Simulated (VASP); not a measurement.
Wanted: the native input for a VASP 6.6.1 run.

- Task: single point
- Functional: PBEsol
- Potentials or basis: VASP PAW PBE potentials, release 64 (Sr_sv)
- Cutoff: 520 eV
- k mesh: 4 × 4 × 4
- Occupations: fermi-dirac, width 0.05 eV
- Spin: no spin polarisation
- Dipole correction: no
- Further INCAR settings: ALGO = Normal; EDIFF = 1e-06; NBANDS = 28

The structure of Sr lies in POSCAR:

```
Sr
1.0
    5.9279093614      0.0000000000      0.0000000000
    0.0000000000      5.9279093614      0.0000000000
    0.0000000000      0.0000000000      5.9279093614
Sr
4
Direct
    0.0000000000      0.0000000000      0.0000000000
    0.0000000000      0.5000000000      0.5000000000
    0.5000000000      0.0000000000      0.5000000000
    0.5000000000      0.5000000000      0.0000000000
```

These files were run (other wordings do the same):

INCAR

```
ALGO = Normal
EDIFF = 1E-6
ENCUT = 520
GGA = PS
ISIF = 2
ISMEAR = -1
LASPH = T
LCHARG = F
LREAL = F
LWAVE = F
NBANDS = 28
NELM = 100
PREC = Accurate
SIGMA = 0.05
```

KPOINTS

```
k-points
0
Gamma
  4 4 4
```

Potentials or basis: VASP PAW PBE potentials, release 64 (Sr_sv).

Run with:

```bash
$ cat potpaw_PBE.64/Sr_sv/POTCAR > POTCAR
$ mpirun -np 1 vasp_std > vasp.out
```

Results of the run:

```json
{
  "Pressure": "0.0 GPa"
}
```

Caveat: the PAW data sets were made with another functional, which shifts forces and pressure a little.

Run time: 120 s on 1 thread of AMD EPYC 7R13 (shared host), peak memory 0.29 GiB.
